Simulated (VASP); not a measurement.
# InAu (P4/mmm) in VASP: further runs, part 2 of 2

VASP 6.6.1. The steps go on from the part before.

## Step 4: Relaxation of cell and atoms, PBE

Contents of INCAR:

```
  PREC = Accurate
  ENCUT = 600
  EDIFF = 1E-7
  ISMEAR = 0
  SIGMA = 0.1
  LREAL = False
  LASPH = True
  NELM = 80
  ALGO = Normal
  ISIF = 3
  LWAVE = False
  LCHARG = False
  GGA = PE
  IBRION = 2
  NSW = 90
  EDIFFG = -0.04
```

Contents of KPOINTS:

```
regular mesh
0
Gamma
  4 4 4
```

Contents of POSCAR:

```
InAu
1.0
    4.2068214800      0.0000000000      0.0000000000
    0.0000000000      4.2068214800      0.0000000000
    0.0000000000      0.0000000000      5.6481402600
In Au
2 2
Direct
    0.0000000000      0.0000000000      0.2936102900
    0.0000000000      0.0000000000      0.7063897100
    0.0000000000      0.5000000000      0.0000000000
    0.5000000000      0.0000000000      0.0000000000
```

On the command line:

```console
$ cat potpaw_PBE.64/In_d/POTCAR potpaw_PBE.64/Au/POTCAR > POTCAR
$ mpirun -np 1 vasp_std > vasp.out
```

It took 15 min on 1 thread of Intel Xeon Platinum 8488C (Sapphire Rapids), shared host; peak memory 0.3 GiB.

It converged, with:

* Free energy: -11.4666 eV
* Relaxed volume: 27.74 Å³/atom
* Relaxed cell: a = 3.926 Å, b = 3.926 Å, c = 7.200 Å, α = 90.00°, β = 90.00°, γ = 90.00°
* Space group after relaxing (to 0.1 Å): P4/mmm (No. 123)
* Energy gained by relaxing: 409.5 meV/atom
* Ionic steps: 24
* Pressure after relaxing: 0.0 GPa
* Largest force after relaxing: 0.010 eV/Å
* Band gap on the k mesh: zero (bands 24 and 25 overlap by 2.76 eV)

Forces in eV/Å, atoms in the order of the input:
```
In   0.000  0.000  0.010
In   0.000  0.000 -0.010
Au   0.000  0.000  0.000
Au   0.000  0.000  0.000
```

Step by step:
| step | energy change (eV) | largest force (eV/Å) | pressure (GPa) | volume (Å³) |
| --- | --- | --- | --- | --- |
| 1 | 0.0000 | 3.3600 | 16.37 | 99.96 |
| 2 | -1.2825 | 0.0193 | -2.52 | 140.72 |
| 3 | -1.4817 | 0.2897 | 0.40 | 123.12 |
| 4 | -1.4813 | 0.2933 | -0.25 | 125.22 |
| 5 | -1.4828 | 0.2934 | 0.04 | 124.26 |
| 6 | -1.4827 | 0.2926 | 0.20 | 123.75 |
| 7 | -1.4930 | 0.1183 | -0.27 | 124.11 |
| 8 | -1.4965 | 0.0598 | -0.76 | 124.48 |
| 9 | -1.5039 | 0.0458 | -0.65 | 123.33 |
| 10 | -1.5216 | 0.0284 | -0.27 | 119.88 |
| 11 | -1.5229 | 0.2319 | 1.60 | 113.01 |
| 12 | -1.5258 | 0.2327 | 1.65 | 112.70 |
| 13 | -1.5368 | 0.2134 | 1.73 | 111.78 |
| 14 | -1.5689 | 0.1863 | 1.43 | 109.91 |
| 15 | -1.5963 | 0.1664 | 2.55 | 106.03 |
| 16 | -1.6052 | 0.0056 | 1.83 | 107.62 |
| 17 | -1.6060 | 0.0436 | 2.01 | 107.16 |
| 18 | -1.6202 | 0.1121 | 1.41 | 108.04 |
| 19 | -1.6317 | 0.2336 | 0.36 | 109.77 |
| 20 | -1.6318 | 0.2447 | 0.27 | 109.94 |
| 21 | -1.6338 | 0.1987 | 0.23 | 110.12 |
| 22 | -1.6375 | 0.0650 | 0.11 | 110.65 |
| 23 | -1.6346 | 0.1829 | -0.07 | 111.73 |
| 24 | -1.6380 | 0.0100 | 0.04 | 110.96 |

Final structure:
```yaml
crystal:
  lattice:
    - [3.92564, 0.00000, 0.00000]
    - [0.00000, 3.92564, 0.00000]
    - [0.00000, 0.00000, 7.20019]
  atoms:
    - { symbol: In, position: [0.00000, 0.00000, 0.29852] }
    - { symbol: In, position: [0.00000, 0.00000, 0.70148] }
    - { symbol: Au, position: [0.00000, 0.50000, 0.00000] }
    - { symbol: Au, position: [0.50000, 0.00000, 0.00000] }
```

Levels at points of the mesh, in eV from the Fermi level:
| k point | band 20 | band 21 | band 22 | band 23 | band 24 | band 25 | band 26 | band 27 | band 28 |
| --- | --- | --- | --- | --- | --- | --- | --- | --- | --- |
| (0.00, 0.00, 0.00) | -3.44 | -3.44 | -2.65 | -1.57 | 1.90 | 1.90 | 4.28 | 5.10 | 5.95 |
| (0.50, 0.00, 0.00) | -4.12 | -4.01 | -3.84 | -2.68 | -1.84 | -0.03 | 0.75 | 3.95 | 5.92 |
| (0.50, 0.50, 0.00) | -3.42 | -3.09 | -1.50 | -0.17 | -0.17 | -0.04 | 0.08 | 0.32 | 0.32 |
| (0.00, 0.00, 0.50) | -3.44 | -2.65 | -1.57 | -1.03 | 0.24 | 2.47 | 2.47 | 4.09 | 4.26 |
| (0.50, 0.00, 0.50) | -4.12 | -4.00 | -3.95 | -3.63 | -1.44 | 1.18 | 1.63 | 3.71 | 4.96 |
| (0.50, 0.50, 0.50) | -3.42 | -3.28 | -3.09 | -0.91 | -0.91 | 0.02 | 0.36 | 0.36 | 2.82 |

Caveat: the k points lie up to 0.40 Å⁻¹ apart in the final cell, too coarse for converged energies and pressures of a metal; a cell axis changed by over 15 % at a fixed basis, so the end point is rough; spin-orbit coupling is left out, which moves the levels of the heavy elements.

## Step 5: Single point, PBE

This run uses another cell than the first one, of 27.53 Å³/atom.

Contents of INCAR:

```
SYSTEM = InAu
PREC     = Accurate       ! precision mode
ENCUT    = 520            ! plane-wave cutoff, eV
EDIFF    = 1E-6           ! SCF threshold, eV
ISMEAR   = 0              ! smearing method
SIGMA    = 0.1            ! smearing width, eV
LREAL    = .FALSE.        ! projectors in reciprocal space
LASPH    = .TRUE.         ! aspherical terms in the spheres
NELM     = 60             ! most SCF steps
ALGO     = Fast           ! electronic algorithm
ISIF     = 2              ! what is computed and relaxed
LWAVE    = .FALSE.        ! write WAVECAR
LCHARG   = .FALSE.        ! write CHGCAR
GGA      = PE             ! functional
NBANDS   = 32             ! bands
```

Contents of KPOINTS:

```
Automatic mesh
0
G
  12 12 8
  0 0 0
```

Contents of POSCAR:

```
InAu
1.0
    3.9325314612      0.0000000000      0.0000000000
    0.0000000000      3.9325314612      0.0000000000
    0.0000000000      0.0000000000      7.1196391519
In Au
2 2
Direct
    0.0000000000      0.0000000000      0.2993513957
    0.0000000000      0.0000000000      0.7006486043
    0.0000000000      0.5000000000      0.0000000000
    0.5000000000      0.0000000000      0.0000000000
```

Potentials or basis: VASP PAW PBE potentials, release 64 (In_d, Au).

On the command line:

```console
$ cat potpaw_PBE.64/In_d/POTCAR potpaw_PBE.64/Au/POTCAR > POTCAR
$ mpirun -np 1 vasp_std > vasp.out
```

OUTCAR:

```text
SYSTEM = InAu
   PREC = Accurate
   ENCUT = 520
   EDIFF = 1E-6
   ISMEAR = 0
   LREAL = .FALSE.
   LASPH = .TRUE.
   NELM = 60
   ISIF = 2
   GGA = PE

 ion  position               nearest neighbor table
   1  0.000  0.000  0.299-   2 2.86   3 2.90   4 2.90   3 2.90   4 2.90
   2  0.000  0.000  0.701-   1 2.86   3 2.90   4 2.90   3 2.90   4 2.90
   3  0.000  0.500  0.000-   4 2.78   4 2.78   4 2.78   4 2.78   2 2.90   2 2.90   1 2.90   1 2.90

   4  0.500  0.000  0.000-   3 2.78   3 2.78   3 2.78   3 2.78   1 2.90   2 2.90   1 2.90   2 2.90

  LATTYP: Found a simple tetragonal cell.
 ALAT       =     3.9325314612
[... 1042 lines left out ...]
  -------------------------------------------------------------------------------------
  Total       -0.0529613     -0.0529613     -0.0372504      0.0000000      0.0000000     -0.0000000
  in kB       -0.7706668     -0.7706668     -0.5420498      0.0000000      0.0000000     -0.0000000
  external PRESSURE =      -0.6944612 kB  Pullay stress =       0.0000000 kB

 VOLUME and BASIS-vectors are now :
 -----------------------------------------------------------------------------
  energy-cutoff  :      520.00
  volume of cell :      110.10
      direct lattice vectors                 reciprocal lattice vectors
     3.932531461  0.000000000  0.000000000     0.254289129  0.000000000  0.000000000
     0.000000000  3.932531461  0.000000000     0.000000000  0.254289129  0.000000000
     0.000000000  0.000000000  7.119639152     0.000000000  0.000000000  0.140456557

 POSITION                                       TOTAL-FORCE (eV/Angst)
 -----------------------------------------------------------------------------------
      0.00000      0.00000      2.13127         0.000000      0.000000     -0.003726
      0.00000      0.00000      4.98837         0.000000      0.000000      0.003726
      0.00000      1.96627      0.00000        -0.000000     -0.000000      0.000000
      1.96627      0.00000      0.00000        -0.000000     -0.000000      0.000000
 -----------------------------------------------------------------------------------
    total drift:                                0.000000      0.000000      0.000000

  FREE ENERGIE OF THE ION-ELECTRON SYSTEM (eV)
  ---------------------------------------------------
  free  energy   TOTEN  =       -11.5570790618 eV

  energy  without entropy=      -11.5482532855  energy(sigma->0) =      -11.55266617
```

stdout:

```text
POSCAR found type information on POSCAR InAu
 POSCAR found :  2 types and       4 ions
 scaLAPACK will be used
 LDA part: xc-table for (Slater+PW92), standard interpolation
 POSCAR, INCAR and KPOINTS ok, starting setup
 FFT: planning ... GRIDC
 FFT: planning ... GRID_SOFT
 FFT: planning ... GRID
 WAVECAR not read
 entering main loop
WARNING in EDDRMM: call to ZHEGV failed, returncode =   6  3     30
```

Wall time 11 min (1 thread of Intel Xeon Platinum 8488C (Sapphire Rapids), shared host); peak memory 0.52 GiB.

What came out:

```
Free energy            : -11.5571 eV
Pressure               : -0.1 GPa
Largest force          : 0.004 eV/Å
Band gap on the k mesh : zero (bands 24 and 25 overlap by 2.75 eV)
```

Forces in eV/Å, atoms in the order of the input:
```
In   0.000  0.000 -0.004
In   0.000  0.000  0.004
Au   0.000  0.000  0.000
Au   0.000  0.000  0.000
```

Levels at points of the mesh, in eV from the Fermi level:
| k point | band 20 | band 21 | band 22 | band 23 | band 24 | band 25 | band 26 | band 27 | band 28 | band 29 |
| --- | --- | --- | --- | --- | --- | --- | --- | --- | --- | --- |
| (0.00, 0.00, 0.00) | -3.41 | -3.41 | -2.63 | -1.54 | 1.86 | 1.86 | 4.57 | 5.06 | 6.08 | 6.21 |
| (0.50, 0.00, 0.00) | -4.09 | -3.99 | -3.80 | -2.66 | -1.74 | 0.04 | 0.82 | 3.90 | 6.01 | 6.74 |
| (0.50, 0.50, 0.00) | -3.41 | -3.06 | -1.52 | -0.16 | -0.16 | -0.01 | 0.21 | 0.37 | 0.37 | 2.89 |
| (0.00, 0.00, 0.50) | -3.42 | -2.62 | -1.54 | -0.95 | 0.46 | 2.46 | 2.46 | 4.09 | 4.09 | 5.24 |
| (0.50, 0.00, 0.50) | -4.09 | -3.99 | -3.93 | -3.59 | -1.42 | 1.38 | 1.71 | 3.89 | 4.93 | 5.16 |
| (0.50, 0.50, 0.50) | -3.41 | -3.31 | -3.06 | -0.92 | -0.92 | 0.05 | 0.38 | 0.38 | 3.00 | 4.08 |

Caveat: spin-orbit coupling is left out, which moves the levels of the heavy elements.

## Step 6: Overview

```csv
task,cell,k mesh,cutoff (eV),gap on the mesh (eV),pressure (GPa),largest force (eV/Å)
single point,"a = 4.207, b = 4.207, c = 5.648 Å, 4 atoms, atomic positions A",4 × 4 × 4,520,none,16.3,3.36
single point,"a = 3.924, b = 3.924, c = 7.200 Å, 4 atoms, atomic positions B",4 × 4 × 4,520,none,0.1,0.02
relaxation of cell and atoms,"relaxed from a = 4.207, b = 4.207, c = 5.648 Å, 4 atoms, atomic positions A",4 × 4 × 4,600,none,0.0,0.01
single point,"a = 3.933, b = 3.933, c = 7.120 Å, 4 atoms, atomic positions B",12 × 12 × 8,520,none,-0.1,-
```

Alike in all rows: level PBE; potentials or basis VASP PAW PBE potentials, release 64 (In_d, Au); no spin polarisation; smearing gaussian 0.1 eV.

Caveats: some runs use coarse meshes; spin-orbit coupling is left out, which moves the levels of the heavy elements; forces of over 1 eV/Å act on the atoms, so gaps and moduli don't describe the material at rest (at least some runs); a cell axis changed by over 15 % at a fixed basis, so the end point is rough (at least some runs).

Absolute energies hang on the potentials; compare differences alone.
